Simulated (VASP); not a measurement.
A run of VASP 6.6.1 is set up as follows.

POSCAR

```
KZnF3
1.0
    4.0500000000      0.0000000000      0.0000000000
    0.0000000000      4.0500000000      0.0000000000
    0.0000000000      0.0000000000      4.0500000000
K Zn F
1 1 3
Direct
    0.0000000000      0.0000000000      0.0000000000
    0.5000000000      0.5000000000      0.5000000000
    0.4738108600      0.4738108600     -0.0740740741
    0.0000000000      0.5000000000      0.5000000000
    0.5000000000      0.0000000000      0.5000000000
```

Contents of INCAR.step1:

```
ALGO = Normal
EDIFF = 1E-4
ENCUT = 520
GGA = PE
ISMEAR = 0
LASPH = T
LCHARG = F
LREAL = F
LWAVE = T
NBANDS = 29
NELM = 60
PREC = Accurate
SIGMA = 0.05
```

INCAR.step2

```
ALGO = Normal
EDIFF = 1E-6
ENCUT = 520
ISIF = 2
ISMEAR = 0
ISTART = 1
LASPH = T
LCHARG = T
LELF = T
LMIXTAU = T
LREAL = F
LVHAR = T
LWAVE = F
METAGGA = R2SCAN
NBANDS = 29
NELM = 60
PREC = Accurate
SIGMA = 0.05
```

File KPOINTS:

```
k-points
0
Gamma
  6 6 6
```

Potentials or basis: VASP PAW PBE potentials, release 64 (K_sv, Zn, F).

Command:

```sh
$ cat potpaw_PBE.64/K_sv/POTCAR potpaw_PBE.64/Zn/POTCAR potpaw_PBE.64/F/POTCAR > POTCAR
$ cp INCAR.step1 INCAR
$ mpirun -np 1 vasp_std > vasp.out
$ cp INCAR.step2 INCAR
$ mpirun -np 1 vasp_std > vasp.out
```

**Question.** What does it give for the band gap on the k mesh?

**Answer.** 4.28 eV (least direct gap 6.14 eV).

**Question.** What does it give for the pressure?

**Answer.** 5.9 GPa.

Stress tensor (GPa, compression positive):
```
 1.54  0.09 -0.70
 0.09  1.54 -0.70
-0.70 -0.70 14.47
```

Caveat: the cell differs from its parent crystal (atom 3 (F) moved by (-0.150, -0.300) A along [1 1 0] and z); the stress differs along the axes, from 2 to 14 GPa; the PAW data sets were made with another functional, which shifts forces and pressure a little. A k mesh can miss the band edges.
